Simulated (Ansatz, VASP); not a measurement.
# One calculation of Mo, two programs

```
Mo
1.0
    -1.57100    1.52387    1.57100
     1.57100   -1.52387    1.57100
     1.57100    1.52387   -1.57100
Mo
1
Cartesian
  0.0000 0.0000 0.0000
```

Change from the starting cell: strain -0.0300 x Voigt [0, 1, 0, 0, 0, 0], atoms carried along.

Alike in both runs: task single point; functional PBE; k mesh 22 × 22 × 22; occupations gaussian, width 0.15 eV; no spin polarisation.

|  | VASP | Ansatz |
| --- | --- | --- |
| version | VASP 6.6.1 | Ansatz 0.2.0 |
| potentials or method | VASP PAW PBE potentials, release 64 (Mo_sv), cutoff 520 eV | scalar-relativistic, plane waves, PAW |
| valence electrons in the cell | 14 | 14 |

|  | VASP | Ansatz | Ansatz less VASP |
| --- | --- | --- | --- |
| gap on the k mesh at the Fermi level (eV) | none | none | - |
| pressure (GPa) | 14.6 | 14.0 | -0.63 |
| traceless stress, the component that is largest in VASP (GPa) | 6.86 | 6.85 | -0.002 |

A gap of «none» marks a metal or a gap that the smearing closes. With one functional, cell and mesh, what is left measures potentials, basis and numerics.
